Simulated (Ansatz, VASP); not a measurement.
## Two plane-wave programs on Mg2Al

```xyz
3
Lattice="0.0000 3.3250 3.3250 3.3250 0.0000 3.3250 3.3250 3.3250 0.0000" Properties=species:S:1:pos:R:3 pbc="T T T"
Mg    1.6625    1.6625    1.6625
Mg    4.9876    4.9876    4.9876
Al    0.0000    0.0000    0.0000
```

Alike in both runs: task relaxation of cell and atoms; functional PBE; k mesh 12 × 12 × 12; occupations gaussian, width 0.1 eV; no spin polarisation.

```csv
,VASP,Ansatz
version,VASP 6.6.1,Ansatz 0.2.0
potentials or method,"VASP PAW PBE potentials, release 64 (Mg, Al), cutoff 600 eV","scalar-relativistic, plane waves, PAW"
valence electrons in the cell,7,23
```

```csv
,VASP,Ansatz,Ansatz less VASP
"gap on the k mesh at the Fermi level, each at its own relaxed structure (eV)",none,none,-
relaxed volume (Å³/atom),24.42,24.46,+0.041
relaxed cell length with the largest relative difference (Å),4.697,4.699,+0.0026
```

A gap of «none» marks a metal or a gap that the smearing closes. VASP's potentials hold 7 valence electrons a cell and Ansatz's 23, so a difference there can come from the potentials and not from the codes.
